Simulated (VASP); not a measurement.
Here is a VASP 6.6.1 calculation.

The input POSCAR:

```
W
1.0
    0.0000000000      1.9691000000      1.9691000000
    1.9691000000      0.0000000000      1.9691000000
    1.9691000000      1.9691000000      0.0000000000
W
1
Direct
    0.0000000000      0.0000000000      0.0000000000
```

The input INCAR.step1:

```
SYSTEM = W
  ALGO = Normal
  EDIFF = 1E-4
  ENCUT = 520
  GGA = PE
  ISMEAR = 0
  LASPH = .TRUE.
  LCHARG = .FALSE.
  LREAL = .FALSE.
  LWAVE = .TRUE.
  NBANDS = 13
  NELM = 80
  PREC = Accurate
  SIGMA = 0.15
```

File INCAR.step2:

```
SYSTEM = W
  ALGO = Normal
  EDIFF = 1E-7
  ENCUT = 520
  ISIF = 2
  ISMEAR = 0
  ISTART = 1
  LASPH = .TRUE.
  LCHARG = .FALSE.
  LMIXTAU = .TRUE.
  LREAL = .FALSE.
  LWAVE = .FALSE.
  METAGGA = R2SCAN
  NBANDS = 13
  NELM = 80
  PREC = Accurate
  SIGMA = 0.15
```

KPOINTS

```
k-points
0
G
  20 20 20
  0 0 0
```

Potentials or basis: VASP PAW PBE potentials, release 64 (W_sv).

The run is started by

```bash
$ cat potpaw_PBE.64/W_sv/POTCAR > POTCAR
$ cp INCAR.step1 INCAR
$ mpirun -np 1 vasp_std > vasp.out
$ cp INCAR.step2 INCAR
$ mpirun -np 1 vasp_std > vasp.out
```

**Question.** Estimate the pressure.

**Answer.** 21.4 GPa.

**Question.** What does it give for the band gap on the k mesh?

**Answer.** Zero (band 7 reaches 14.83 eV, above the bottom of band 8 at 10.67 eV).

Caveat: the cell differs from its parent crystal (strain -0.030 along x and y, -0.030 along z); the PAW data sets were made with another functional, which shifts forces and pressure a little; spin-orbit coupling is left out, which moves the levels of the heavy elements.
